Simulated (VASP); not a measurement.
# TiO2 (I4_1/amd) in VASP: further runs

Runs on TiO2. Level: LDA. Tasks: electric field gradients.

Everything below comes from runs of VASP 6.6.1. Logs are shortened: lines on timing, memory, paths and dates and some standing lists are left out, and cuts for length are marked.

**1. The cell of the first run**

The structure is tetragonal, space group I4_1/amd (No. 141). Conventional cell: a = 3.859 Å, b = 3.859 Å, c = 9.701 Å, α = 90.00°, β = 90.00°, γ = 90.00°. Within 2.6 Å of Ti (site symmetry -4m2) lie 6 O at 1.98 to 2.00 Å. Within 2.6 Å of O (site symmetry 2mm) lie 3 Ti at 1.98 to 2.00 Å and 2 O at 2.50 Å.

**2. Electric field gradients, LDA (volume scaled by 1.06)**

INCAR reads:

```
SYSTEM = TiO2
ALGO     = Normal         ! electronic algorithm
EDIFF    = 1E-8           ! SCF threshold, eV
ENCUT    = 520            ! plane-wave cutoff, eV
GGA      = CA             ! functional
ISIF     = 2              ! what is computed and relaxed
ISMEAR   = -1             ! smearing method
LASPH    = .True.         ! aspherical terms in the spheres
LCHARG   = .False.        ! write CHGCAR
LEFG     = .True.       
LREAL    = .False.        ! projectors in reciprocal space
LWAVE    = .False.        ! write WAVECAR
NBANDS   = 33             ! bands
NELM     = 60             ! most SCF steps
PREC     = Accurate       ! precision mode
SIGMA    = 0.08           ! smearing width, eV
```

KPOINTS reads:

```
k-points
0
Gamma
  13 13 13
  0 0 0
```

POSCAR reads:

```
TiO2
1.0
   -1.9296172664      1.9296172664      4.8502981963
    1.9296172664     -1.9296172664      4.8502981963
    1.9296172664      1.9296172664     -4.8502981963
Ti O
2 4
Direct
    0.0000000000      0.0000000000      0.0000000000
    0.7500000000      0.2500000000      0.5000000000
    0.2066000000      0.2066000000      0.0000000000
    0.9566000000      0.4566000000      0.5000000000
    0.5434000000      0.0434000000      0.5000000000
    0.7934000000      0.7934000000      0.0000000000
```

Potentials or basis: VASP PAW LDA potentials, release 64 (Ti_sv, O).

Launch:

```console
cat potpaw_LDA.64/Ti_sv/POTCAR potpaw_LDA.64/O/POTCAR > POTCAR
mpirun -np 1 vasp_std > vasp.out
```

OUTCAR:

```text
SYSTEM = TiO2
   EDIFF = 1E-8
   ENCUT = 520
   GGA = CA
   ISIF = 2
   ISMEAR = -1
   LASPH = .True.
   LREAL = .False.
   NELM = 60
   PREC = Accurate

 ion  position               nearest neighbor table
   1  0.000  0.000  0.000-   5 1.98   4 1.98   5 1.98   4 1.98   3 2.00   6 2.00
   2  0.750  0.250  0.500-   6 1.98   3 1.98   6 1.98   3 1.98   4 2.00   5 2.00
   3  0.207  0.207  0.000-   2 1.98   2 1.98   1 2.00
   4  0.957  0.457  0.500-   1 1.98   1 1.98   2 2.00
   5  0.543  0.043  0.500-   1 1.98   1 1.98   2 2.00
   6  0.793  0.793  0.000-   2 1.98   2 1.98   1 2.00

  LATTYP: Found a body centered tetragonal cell.
 ALAT       =     3.8592345328
 C/A-ratio  =     2.5136063409

  Lattice vectors:

 A1 = (  -1.9296172664,   1.9296172664,   4.8502981963)
 A2 = (   1.9296172664,  -1.9296172664,   4.8502981963)
 A3 = (   1.9296172664,   1.9296172664,  -4.8502981963)

Analysis of symmetry for initial positions (statically):
=====================================================================
 Subroutine PRICEL returns:
 Original cell was already a primitive cell.

 Routine SETGRP: Setting up the symmetry group for a
 body centered tetragonal supercell.

 Subroutine GETGRP returns: Found 16 space group operations
 (whereof  8 operations were pure point group operations)
 out of a pool of 16 trial point group operations.

The static configuration has the point symmetry D_2d.
 The point group associated with its full space group is D_4h.

Analysis of symmetry for dynamics (positions and initial velocities):
=====================================================================
 Subroutine PRICEL returns:
 Original cell was already a primitive cell.

 Routine SETGRP: Setting up the symmetry group for a
 body centered tetragonal supercell.

 Subroutine GETGRP returns: Found 16 space group operations
 (whereof  8 operations were pure point group operations)
 out of a pool of 16 trial point group operations.

The dynamic configuration has the point symmetry D_2d.
 The point group associated with its full space group is D_4h.

 Subroutine INISYM returns: Found 16 space group operations
 (whereof  8 operations are pure point group operations),
 and found     1 'primitive' translations

----------------------------------------------------------------------------------------

                                     Primitive cell

  volume of cell :      72.2388

  direct lattice vectors                    reciprocal lattice vectors
    -1.929617266  1.929617266  4.850298196     0.000000000  0.259118743  0.103086445
     1.929617266 -1.929617266  4.850298196     0.259118743  0.000000000  0.103086445
     1.929617266  1.929617266 -4.850298196     0.259118743  0.259118743  0.000000000

  length of vectors
     5.565270720  5.565270720  5.565270720     0.278871544  0.278871544  0.366449240

  position of ions in fractional coordinates (direct lattice)
     0.000000000  0.000000000  0.000000000
     0.750000000  0.250000000  0.500000000
     0.206600000  0.206600000  0.000000000
     0.956600000  0.456600000  0.500000000
     0.543400000  0.043400000  0.500000000
     0.793400000  0.793400000  0.000000000

  ion indices of the primitive-cell ions
   primitive index   ion index
                 1           1
                 2           2
                 3           3
                 4           4
                 5           5
                 6           6

----------------------------------------------------------------------------------------

 KPOINTS: k-points

Automatic generation of k-mesh.
 Grid dimensions read from file:
 generate k-points for:   13   13   13

 Generating k-lattice:

  Cartesian coordinates                     Fractional coordinates (reciprocal lattice)
     0.000000000  0.019932211  0.007929727     0.076923077  0.000000000 -0.000000000
     0.019932211  0.000000000  0.007929727     0.000000000  0.076923077 -0.000000000
     0.019932211  0.019932211  0.000000000     0.000000000  0.000000000  0.076923077

  Length of vectors
     0.021451657  0.021451657  0.028188403

  Shift w.r.t. Gamma in fractional coordinates (k-lattice)
     0.000000000  0.000000000  0.000000000

 Subroutine IBZKPT returns following result:
 ===========================================

 Found    196 irreducible k-points:

 Following reciprocal coordinates:
            Coordinates               Weight
  0.000000  0.000000  0.000000      1.000000
  0.076923 -0.000000  0.000000      8.000000
  0.153846  0.000000  0.000000      8.000000
  0.230769  0.000000  0.000000      8.000000
  0.307692  0.000000  0.000000      8.000000
  0.384615  0.000000  0.000000      8.000000
[... 16 lines left out ...]
  0.384615  0.153846  0.000000     16.000000
  0.461538  0.153846  0.000000     16.000000
 [... further k-points ...]
   k-points           NKPTS =    196   k-points in BZ     NKDIM =    196   number of bands    NBANDS=     33
   number of dos      NEDOS =    301   number of ions     NIONS =      6
   total plane-waves  NPLWV =  74088
   dimension x,y,z NGX =    42 NGY =   42 NGZ =   42
   dimension x,y,z NGXF=    84 NGYF=   84 NGZF=   84
   ions per type =               2   4
   NGX,Y,Z   is equivalent  to a cutoff of  12.55, 12.55, 12.55 a.u.
   NGXF,Y,Z  is equivalent  to a cutoff of  25.09, 25.09, 25.09 a.u.
 SYSTEM =  TiO2
   PREC   = accura    normal or accurate (medium, high low for compatibility)
   ISTART =      0    job   : 0-new  1-cont  2-samecut
   ICHARG =      2    charge: 1-file 2-atom 10-const
   ISPIN  =      1    spin polarized calculation?
   LNONCOLLINEAR =      F non collinear calculations
   LSORBIT =      F    spin-orbit coupling
   LASPH  =      T    aspherical Exc in radial PAW
   ENCUT  =  520.0 eV  38.22 Ry    6.18 a.u.  10.35 10.35 10.35*2*pi/ulx,y,z
   NELM   =     60;   NELMIN=  2; NELMDL= -5     # of ELM steps
   EDIFF  = 0.1E-07   stopping-criterion for ELM
   LREAL  =      F    real-space projection
   EDIFFG = 0.1E-06   stopping-criterion for IOM
   NSW    =      0    number of steps for IOM
   IBRION =     -1    ionic relax: 0-MD 1-quasi-New 2-CG
   NFREE  =      0    steps in history (QN), initial steepest desc. (CG)
   ISIF   =      2    stress and relaxation
   ISYM   =      2    0-nonsym 1-usesym 2-fastsym
   POTIM  = 0.5000    time-step for ionic-motion
   TEBEG  =    0.0;   TEEND  =   0.0 temperature during run
   PSTRESS=    0.0 pullay stress
   NELECT =      48.0000    total number of electrons
   NUPDOWN=      -1.0000    fix difference up-down
   EMIN   =  10.00;   EMAX   =-10.00  energy-range for DOS
   EFERMI =   0.00;   METHOD = LEGACY
   ISMEAR =    -1;   SIGMA  =   0.08  broadening in eV -4-tet -1-fermi 0-gaus
   EFERMI_NEDOS =   21; number of points for ismear=-14 and -15
   IALGO  =     38    algorithm
   IMIX   =      4    mixing-type and parameters
     AMIX     =   0.40;   BMIX     =  1.00
     AMIX_MAG =   1.60;   BMIX_MAG =  1.00
  volume/ion in A,a.u.               =      12.04        81.25
  Fermi-wavevector in a.u.,A,eV,Ry     =   1.428559  2.699586 27.766526  2.040782
  Thomas-Fermi vector in A             =   2.548608
   LORBIT       =      0    0 simple, 1 ext, 2 COOP (PROOUT), +10 PAW based schemes
   GGA     = CA    functional components
   LHFCALC =     F    Hartree Fock is set to
   AEXX    =    0.0000 exact exchange contribution
   IVDW    =     0    specifies the selected vdW correction
   LEPSILON=     F    determine dielectric tensor
   LRPA    =     F    only Hartree local field effects (RPA)
 non-spin polarized calculation
  energy-cutoff  :      520.00
  volume of cell :       72.24
 maximum number of plane-waves:      1963
 NGX is ok and might be reduce to    42
   NGX = 21   NGY = 21   NGZ = 21

 number of electron      48.0000006 magnetization

 Free energy of the ion-electron system (eV)
  ---------------------------------------------------
  ext. energy  EPLUGINS =         0.00000000
  ---------------------------------------------------
  free energy    TOTEN  =       -58.54214127 eV

  energy without entropy =      -58.54214074  energy(sigma->0) =      -58.54214100

 E-fermi :   3.5972     XC(G=0): -11.0423

 val. band max:        2.5312345180   @ k =  -0.4615   0.4615   0.0000
 cond. band min:       4.4551436831   @ k =   0.0000   0.0000   0.0000
 fundamental gap:      1.9239091652
 Fermi energy:         3.5972127504

 k-point     1 :       0.0000    0.0000    0.0000
  band No.  band energies     occupation
      1     -53.3050      2.00000
      2     -53.2550      2.00000
      3     -30.1119      2.00000
      4     -29.9006      2.00000
      5     -29.9006      2.00000
      6     -29.8394      2.00000
[... 25 lines left out ...]
     32       7.4544      0.00000
     33       7.4828      0.00000

 k-point     2 :       0.0769   -0.0000    0.0000
  band No.  band energies     occupation
      1     -53.3044      2.00000
      2     -53.2555      2.00000
      3     -30.1103      2.00000
      4     -29.9070      2.00000
      5     -29.9011      2.00000
      6     -29.8419      2.00000
[... 25 lines left out ...]
     32       7.4917      0.00000
     33       7.6401      0.00000
[... 754 lines left out ...]
     32       8.5753      0.00000
     33       8.7339      0.00000

 k-point    24 :       0.4615    0.1538    0.0000
  band No.  band energies     occupation
      1     -53.2885      2.00000
      2     -53.2673      2.00000
      3     -30.0790      2.00000
      4     -30.0129      2.00000
      5     -29.9216      2.00000
      6     -29.8831      2.00000
[... 25 lines left out ...]
     32       8.6718      0.00000
     33       8.7619      0.00000

 [... further k-points ...]

------------------------ aborting loop because EDIFF is reached ----------------------------------------

  FORCE on cell =-STRESS in cart. coord.  units (eV):
  Direction    XX          YY          ZZ          XY          YZ          ZX
  --------------------------------------------------------------------------------------
  -------------------------------------------------------------------------------------
  Total       -7.4224806     -7.4224806     -6.5145743      0.0000000      0.0000000      0.0000000
  in kB     -164.6223772   -164.6223772   -144.4860244      0.0000000      0.0000000      0.0000000
  external PRESSURE =    -157.9102596 kB  Pullay stress =       0.0000000 kB

 VOLUME and BASIS-vectors are now :
 -----------------------------------------------------------------------------
  energy-cutoff  :      520.00
  volume of cell :       72.24
      direct lattice vectors                 reciprocal lattice vectors
    -1.929617266  1.929617266  4.850298196     0.000000000  0.259118743  0.103086445
     1.929617266 -1.929617266  4.850298196     0.259118743  0.000000000  0.103086445
     1.929617266  1.929617266 -4.850298196     0.259118743  0.259118743  0.000000000

 POSITION                                       TOTAL-FORCE (eV/Angst)
 -----------------------------------------------------------------------------------
      0.00000      0.00000      0.00000        -0.000000     -0.000000      0.000000
      0.00000      1.92962      2.42515        -0.000000     -0.000000      0.000000
      0.00000      0.00000      2.00414        -0.000000      0.000000     -0.217425
      0.00000      1.92962      4.42929         0.000000     -0.000000     -0.217425
      0.00000      1.92962      0.42101         0.000000     -0.000000      0.217425
      0.00000      0.00000      7.69645        -0.000000      0.000000      0.217425
 -----------------------------------------------------------------------------------
    total drift:                                0.000000     -0.000000     -0.000000

  FREE ENERGIE OF THE ION-ELECTRON SYSTEM (eV)
  ---------------------------------------------------
  free  energy   TOTEN  =       -58.5421412675 eV

  energy  without entropy=      -58.5421407406  energy(sigma->0) =      -58.54214100

 Electric field gradients (V/A^2)
---------------------------------------------------------------------
 ion       V_xx      V_yy      V_zz      V_xy      V_xz      V_yz
---------------------------------------------------------------------
   1       0.641     0.641    -1.281     0.001     0.001     0.001
   2       0.641     0.641    -1.281     0.001     0.001     0.001
   3      -8.516    17.232    -8.716    -0.002    -0.002    -0.002
   4      17.232    -8.516    -8.716    -0.002    -0.002    -0.002
   5      -8.516    17.232    -8.716    -0.002    -0.002    -0.002
   6      17.232    -8.516    -8.716    -0.002    -0.002    -0.002
---------------------------------------------------------------------

 Electric field gradients after diagonalization (V/A^2)
 (convention: |V_zz| > |V_xx| > |V_yy|)
----------------------------------------------------------------------
 ion       V_xx      V_yy      V_zz     asymmetry (V_yy - V_xx)/ V_zz
----------------------------------------------------------------------
   1       0.642     0.640    -1.281       0.002
   2       0.642     0.640    -1.281       0.002
   3      -8.716    -8.516    17.232       0.012
   4      -8.716    -8.516    17.232       0.012
   5      -8.716    -8.516    17.232       0.012
   6      -8.716    -8.516    17.232       0.012
----------------------------------------------------------------------

           NMR quadrupolar parameters

 Cq : quadrupolar parameter    Cq=e*Q*V_zz/h
 eta: asymmetry parameters     (V_yy - V_xx)/ V_zz
 Q  : nuclear electric quadrupole moment in mb (millibarn)
----------------------------------------------------------------------
 ion       Cq(MHz)       eta       Q (mb)
----------------------------------------------------------------------
   1      -0.003       0.002       1.000
   2      -0.003       0.002       1.000
   3       0.042       0.012       1.000
   4       0.042       0.012       1.000
   5       0.042       0.012       1.000
   6       0.042       0.012       1.000
----------------------------------------------------------------------
```

It took 13 min on 1 thread of Intel Xeon Platinum 8375C at 2.90GHz (Ice Lake), shared host; peak memory 0.48 GiB.

Results:

```yaml
Free_energy: -58.5421 eV
Pressure: -15.8 GPa
Largest_force: 0.217 eV/Å
Band_gap_on_the_k_mesh: 1.92 eV, indirect (least direct gap 2.22 eV)
```

Forces on the atoms (eV/Å):
```
Ti   0.000  0.000  0.000
Ti   0.000  0.000  0.000
O    0.000  0.000 -0.217
O    0.000  0.000 -0.217
O    0.000  0.000  0.217
O    0.000  0.000  0.217
```

Electric field gradients, principal values (V/Å²):
| atom | least | middle | greatest (by size) |
| --- | --- | --- | --- |
| 1 Ti | 0.640 | 0.642 | -1.281 |
| 2 Ti | 0.640 | 0.642 | -1.281 |
| 3 O | -8.516 | -8.716 | 17.232 |
| 4 O | -8.516 | -8.716 | 17.232 |
| 5 O | -8.516 | -8.716 | 17.232 |
| 6 O | -8.516 | -8.716 | 17.232 |

Caveat: without QUAD_EFG the Cq values of the log hold for a quadrupole moment of 1 mb, not for the nuclei. A k mesh can miss the band edges.

(Part 1 of 2 ends here.)
